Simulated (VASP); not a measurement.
# Co2C (Fm-3m) in VASP: single point with LDA+U

Aim: the single point of Co2C with LDA+U.

Program: VASP 6.6.1. These are calculated values, not measurements. Logs are shortened: lines on timing, memory, paths and dates and some standing lists are left out, and cuts for length are marked.

## Step 1: The cell of the first run

It takes space group Fm-3m (No. 225, cubic). The conventional cell has a = 4.767 Å, b = 4.767 Å, c = 4.767 Å, α = 90.00°, β = 90.00°, γ = 90.00°. C (site symmetry m-3m) has 8 Co at 2.06 Å within 2.7 Å. Within 2.7 Å of Co (site symmetry -43m) lie 4 C at 2.06 Å and 6 Co at 2.38 Å.

## Step 2: Single point, LDA+U, collinear spin, antiferromagnetic start

INCAR reads:

```
PREC     = Accurate       # precision mode
ENCUT    = 600            # plane-wave cutoff, eV
EDIFF    = 1E-6           # SCF threshold, eV
ISMEAR   = -1             # smearing method
SIGMA    = 0.1            # smearing width, eV
LREAL    = F              # projectors in reciprocal space
LASPH    = T              # aspherical terms in the spheres
NELM     = 200            # most SCF steps
ALGO     = Normal         # electronic algorithm
ISIF     = 2              # what is computed and relaxed
LWAVE    = F              # write WAVECAR
LCHARG   = F              # write CHGCAR
ISPIN    = 2              # spin polarisation
MAGMOM   = -1 2 -1        # initial moments
LORBIT   = 11             # projections on sites
LMAXMIX  = 4              # l up to which the mixer works
LDAU     = T              # DFT+U
LDAUTYPE = 2            
LDAUL    = -1 2           # shell
LDAUU    = 0 1            # U, eV
LDAUJ    = 0 0          
LDAUPRINT= 1            
NBANDS   = 22             # bands
GGA_COMPAT= F
```

KPOINTS reads:

```
Automatic mesh
0
Gamma
  6 6 6
```

POSCAR reads:

```
Co2C
1.0
    0.0000000000      2.3833780000      2.3833780000
    2.3833780000      0.0000000000      2.3833780000
    2.3833780000      2.3833780000      0.0000000000
C Co
1 2
Direct
    0.0000000000      0.0000000000      0.0000000000
    0.2500000000      0.2500000000      0.2500000000
    0.7500000000      0.7500000000      0.7500000000
```

Potentials or basis: VASP PAW LDA potentials, release 64 (C, Co).

The run is started by

```
cat potpaw_LDA.64/C/POTCAR potpaw_LDA.64/Co/POTCAR > POTCAR
mpirun -np 1 vasp_std > vasp.out
```

OUTCAR:

```text
PREC = Accurate
   ENCUT = 600
   EDIFF = 1E-6
   ISMEAR = -1
   LREAL = F
   LASPH = T
   NELM = 200
   ISIF = 2
   ISPIN = 2
   LORBIT = 11

 ion  position               nearest neighbor table
   1  0.000  0.000  0.000-   3 2.06   3 2.06   3 2.06   2 2.06   2 2.06   2 2.06   3 2.06   2 2.06

   2  0.250  0.250  0.250-   1 2.06   1 2.06   1 2.06   1 2.06   3 2.38   3 2.38   3 2.38   3 2.38
                             3 2.38   3 2.38
   3  0.750  0.750  0.750-   1 2.06   1 2.06   1 2.06   1 2.06   2 2.38   2 2.38   2 2.38   2 2.38
                             2 2.38   2 2.38

  LATTYP: Found a face centered cubic cell.
 ALAT       =     4.7667560000

  Lattice vectors:

 A1 = (   0.0000000000,   2.3833780000,   2.3833780000)
 A2 = (   2.3833780000,   0.0000000000,   2.3833780000)
 A3 = (   2.3833780000,   2.3833780000,   0.0000000000)

Analysis of symmetry for initial positions (statically):
=====================================================================
 Subroutine PRICEL returns:
 Original cell was already a primitive cell.

 Routine SETGRP: Setting up the symmetry group for a
 face centered cubic supercell.

 Subroutine GETGRP returns: Found 48 space group operations
 (whereof 48 operations were pure point group operations)
 out of a pool of 48 trial point group operations.

The static configuration has the point symmetry O_h .

Analysis of symmetry for dynamics (positions and initial velocities):
=====================================================================
 Subroutine PRICEL returns:
 Original cell was already a primitive cell.

 Routine SETGRP: Setting up the symmetry group for a
 face centered cubic supercell.

 Subroutine GETGRP returns: Found 48 space group operations
 (whereof 48 operations were pure point group operations)
 out of a pool of 48 trial point group operations.

The dynamic configuration has the point symmetry O_h .

Analysis of structural, dynamic, and magnetic symmetry:
=====================================================================
 Subroutine PRICEL returns:
 Original cell was already a primitive cell.

 Routine SETGRP: Setting up the symmetry group for a
 face centered cubic supercell.

 Subroutine GETGRP returns: Found 24 space group operations
 (whereof 24 operations were pure point group operations)
 out of a pool of 48 trial point group operations.

The overall configuration has the point symmetry T_d .

 Subroutine INISYM returns: Found 24 space group operations
 (whereof 24 operations are pure point group operations),
 and found     1 'primitive' translations

----------------------------------------------------------------------------------------

                                     Primitive cell

  volume of cell :      27.0775

  direct lattice vectors                    reciprocal lattice vectors
     0.000000000  2.383378000  2.383378000    -0.209786278  0.209786278  0.209786278
     2.383378000  0.000000000  2.383378000     0.209786278 -0.209786278  0.209786278
     2.383378000  2.383378000  0.000000000     0.209786278  0.209786278 -0.209786278

  length of vectors
[... 136 lines left out ...]
  0.0000  0.0000  0.0000 -0.0000  0.7107

 occupancies and eigenvectors

  o =  0.7088  v =  0.0000  0.0000 -0.9674  0.0000  0.2532  0.0000  0.0000  0.0000  0.0000  0.0000      0.0000  0.0000  0.0000  0.0000  0.0000  0.0000  0.0000  0.0000  0.0000  0.0000
  o =  0.7088  v =  0.0000 -0.0000 -0.2532  0.0000 -0.9674  0.0000  0.0000  0.0000  0.0000  0.0000      0.0000  0.0000  0.0000  0.0000  0.0000  0.0000  0.0000  0.0000  0.0000  0.0000
  o =  0.7107  v =  0.0000  0.0000  0.0000  0.0000  0.0000  0.0000  0.0000 -0.9850  0.0000  0.1726      0.0000  0.0000  0.0000  0.0000  0.0000  0.0000  0.0000  0.0000  0.0000  0.0000
  o =  0.7107  v =  0.0000  0.0000  0.0000  0.0000  0.0000  0.0000  0.0000  0.1726  0.0000  0.9850      0.0000  0.0000  0.0000  0.0000  0.0000  0.0000  0.0000  0.0000  0.0000  0.0000
  o =  0.7816  v =  0.0000  0.9761 -0.0000 -0.2171 -0.0000  0.0000  0.0000  0.0000  0.0000  0.0000      0.0000  0.0000  0.0000  0.0000  0.0000  0.0000  0.0000  0.0000  0.0000  0.0000
  o =  0.7816  v =  1.0000  0.0000  0.0000  0.0000  0.0000  0.0000  0.0000  0.0000  0.0000  0.0000      0.0000  0.0000  0.0000  0.0000  0.0000  0.0000  0.0000  0.0000  0.0000  0.0000
  o =  0.7816  v =  0.0000 -0.2171 -0.0000 -0.9761  0.0000  0.0000  0.0000  0.0000  0.0000  0.0000      0.0000  0.0000  0.0000  0.0000  0.0000  0.0000  0.0000  0.0000  0.0000  0.0000
  o =  0.7916  v =  0.0000  0.0000  0.0000  0.0000  0.0000  0.0000  0.7430 -0.0000 -0.6693 -0.0000      0.0000  0.0000  0.0000  0.0000  0.0000  0.0000  0.0000  0.0000  0.0000  0.0000
  o =  0.7916  v =  0.0000  0.0000  0.0000  0.0000  0.0000  1.0000  0.0000  0.0000  0.0000  0.0000      0.0000  0.0000  0.0000  0.0000  0.0000  0.0000  0.0000  0.0000  0.0000  0.0000
  o =  0.7916  v =  0.0000  0.0000  0.0000  0.0000  0.0000  0.0000  0.6693  0.0000  0.7430 -0.0000      0.0000  0.0000  0.0000  0.0000  0.0000  0.0000  0.0000  0.0000  0.0000  0.0000

atom =   3  type =  2  l = 2

 onsite density matrix

spin component  1

  0.7815  0.0000 -0.0000 -0.0000  0.0000
  0.0000  0.7815 -0.0000 -0.0000  0.0000
 -0.0000 -0.0000  0.7087  0.0000  0.0000
 -0.0000 -0.0000  0.0000  0.7815 -0.0000
  0.0000  0.0000  0.0000 -0.0000  0.7087

spin component  2

  0.7916  0.0000 -0.0000 -0.0000  0.0000
  0.0000  0.7916 -0.0000 -0.0000  0.0000
 -0.0000 -0.0000  0.7107  0.0000  0.0000
 -0.0000 -0.0000  0.0000  0.7916 -0.0000
  0.0000  0.0000  0.0000 -0.0000  0.7107

 occupancies and eigenvectors

  o =  0.7087  v =  0.0000 -0.0000  0.2432  0.0000 -0.9700  0.0000  0.0000  0.0000  0.0000  0.0000      0.0000  0.0000  0.0000  0.0000  0.0000  0.0000  0.0000  0.0000  0.0000  0.0000
  o =  0.7087  v =  0.0000 -0.0000  0.9700  0.0000  0.2432  0.0000  0.0000  0.0000  0.0000  0.0000      0.0000  0.0000  0.0000  0.0000  0.0000  0.0000  0.0000  0.0000  0.0000  0.0000
  o =  0.7107  v =  0.0000  0.0000  0.0000  0.0000  0.0000  0.0000  0.0000  0.9081 -0.0000 -0.4186      0.0000  0.0000  0.0000  0.0000  0.0000  0.0000  0.0000  0.0000  0.0000  0.0000
  o =  0.7107  v =  0.0000  0.0000  0.0000  0.0000  0.0000  0.0000 -0.0000  0.4186  0.0000  0.9081      0.0000  0.0000  0.0000  0.0000  0.0000  0.0000  0.0000  0.0000  0.0000  0.0000
  o =  0.7815  v =  0.0000 -0.5749 -0.0000  0.8182  0.0000  0.0000  0.0000  0.0000  0.0000  0.0000      0.0000  0.0000  0.0000  0.0000  0.0000  0.0000  0.0000  0.0000  0.0000  0.0000
  o =  0.7815  v =  1.0000  0.0000  0.0000  0.0000  0.0000  0.0000  0.0000  0.0000  0.0000  0.0000      0.0000  0.0000  0.0000  0.0000  0.0000  0.0000  0.0000  0.0000  0.0000  0.0000
  o =  0.7815  v =  0.0000 -0.8182  0.0000 -0.5749 -0.0000  0.0000  0.0000  0.0000  0.0000  0.0000      0.0000  0.0000  0.0000  0.0000  0.0000  0.0000  0.0000  0.0000  0.0000  0.0000
  o =  0.7916  v =  0.0000  0.0000  0.0000  0.0000  0.0000  0.0000  0.4800  0.0000  0.8773 -0.0000      0.0000  0.0000  0.0000  0.0000  0.0000  0.0000  0.0000  0.0000  0.0000  0.0000
  o =  0.7916  v =  0.0000  0.0000  0.0000  0.0000  0.0000  1.0000  0.0000  0.0000  0.0000  0.0000      0.0000  0.0000  0.0000  0.0000  0.0000  0.0000  0.0000  0.0000  0.0000  0.0000
  o =  0.7916  v =  0.0000  0.0000  0.0000  0.0000  0.0000  0.0000  0.8773 -0.0000 -0.4800  0.0000      0.0000  0.0000  0.0000  0.0000  0.0000  0.0000  0.0000  0.0000  0.0000  0.0000

 number of electron      22.0000006 magnetization      -0.0661250

 Free energy of the ion-electron system (eV)
  ---------------------------------------------------
  ext. energy  EPLUGINS =         0.00000000
  ---------------------------------------------------
  free energy    TOTEN  =       -24.08611450 eV

  energy without entropy =      -23.97580834  energy(sigma->0) =      -24.03096142

 E-fermi :   9.9397     XC(G=0): -13.7002

 val. band max:        9.9243198590   @ k =   0.1667   0.1667   0.0000
 cond. band min:       9.9704455589   @ k =   0.1667   0.1667   0.0000
 fundamental gap:      0.0461257000
 Fermi energy:         9.9396768922

 spin component 1

 k-point     1 :       0.0000    0.0000    0.0000
  band No.  band energies     occupation
      1      -3.6361      1.00000
      2       4.3053      1.00000
      3       4.3053      1.00000
      4       4.3053      1.00000
      5       6.3235      1.00000
      6       6.3235      1.00000
[... 389 lines left out ...]
     21      30.6176      0.00000
     22      32.2107      0.00000
 Fermi energy:         9.9396768922

 spin component 2

 k-point     1 :       0.0000    0.0000    0.0000
  band No.  band energies     occupation
      1      -3.6364      1.00000
      2       4.2833      1.00000
      3       4.2833      1.00000
      4       4.2833      1.00000
      5       6.3002      1.00000
      6       6.3002      1.00000
[... 389 lines left out ...]
     21      30.6144      0.00000
     22      32.2059      0.00000

------------------------ aborting loop because EDIFF is reached ----------------------------------------

  FORCE on cell =-STRESS in cart. coord.  units (eV):
  Direction    XX          YY          ZZ          XY          YZ          ZX
  --------------------------------------------------------------------------------------
  -------------------------------------------------------------------------------------
  Total       -4.3206519     -4.3206519     -4.3206519      0.0000000      0.0000000      0.0000000
  in kB     -255.6531130   -255.6531130   -255.6531130      0.0000000      0.0000000      0.0000000
  external PRESSURE =    -255.6531130 kB  Pullay stress =       0.0000000 kB

 VOLUME and BASIS-vectors are now :
 -----------------------------------------------------------------------------
  energy-cutoff  :      600.00
  volume of cell :       27.08
      direct lattice vectors                 reciprocal lattice vectors
     0.000000000  2.383378000  2.383378000    -0.209786278  0.209786278  0.209786278
     2.383378000  0.000000000  2.383378000     0.209786278 -0.209786278  0.209786278
     2.383378000  2.383378000  0.000000000     0.209786278  0.209786278 -0.209786278

 POSITION                                       TOTAL-FORCE (eV/Angst)
 -----------------------------------------------------------------------------------
      0.00000      0.00000      0.00000        -0.000000     -0.000000     -0.000000
      1.19169      1.19169      1.19169        -0.000000      0.000000      0.000000
      3.57507      3.57507      3.57507         0.000000      0.000000      0.000000
 -----------------------------------------------------------------------------------
    total drift:                                0.000000      0.000000      0.000000

  FREE ENERGIE OF THE ION-ELECTRON SYSTEM (eV)
  ---------------------------------------------------
  free  energy   TOTEN  =       -24.0861144978 eV

  energy  without entropy=      -23.9758083421  energy(sigma->0) =      -24.03096142

 total charge

# of ion       s       p       d       tot
------------------------------------------
    1        0.836   1.425   0.000   2.261
    2        0.453   0.612   7.522   8.588
    3        0.453   0.612   7.522   8.587
--------------------------------------------------
tot          1.742   2.650  15.044  19.436

 magnetization (x)

# of ion       s       p       d       tot
------------------------------------------
    1       -0.000   0.003   0.000   0.003
    2       -0.000  -0.001  -0.034  -0.034
    3       -0.000  -0.001  -0.034  -0.035
--------------------------------------------------
tot         -0.000   0.002  -0.068  -0.066
```

Run time: 61 s. Hardware: 1 thread of Intel Xeon 8259CL, shared host; peak memory 0.16 GiB.

What came out:

```
Free energy                                           : -24.0861 eV
Pressure                                              : -25.6 GPa
Net moment                                            : -0.07 μB per cell
Site moments                                          : C +0.00; Co -0.03, -0.04 μB
Valence electrons inside the program's atomic spheres : C 2.26; Co 8.59
```

Eigenvalues of the final occupation matrices:
```
    site  spin  trace               eigenvalues
site 2 d     1   3.76  0.71 0.71 0.78 0.78 0.78
site 2 d     2   3.80  0.71 0.71 0.79 0.79 0.79
site 3 d     1   3.76  0.71 0.71 0.78 0.78 0.78
site 3 d     2   3.80  0.71 0.71 0.79 0.79 0.79
```

Caveat: the k points lie up to 0.38 Å⁻¹ apart; the moments typed at the start vanished in this run; the U is typed as a test and isn't derived for this compound.
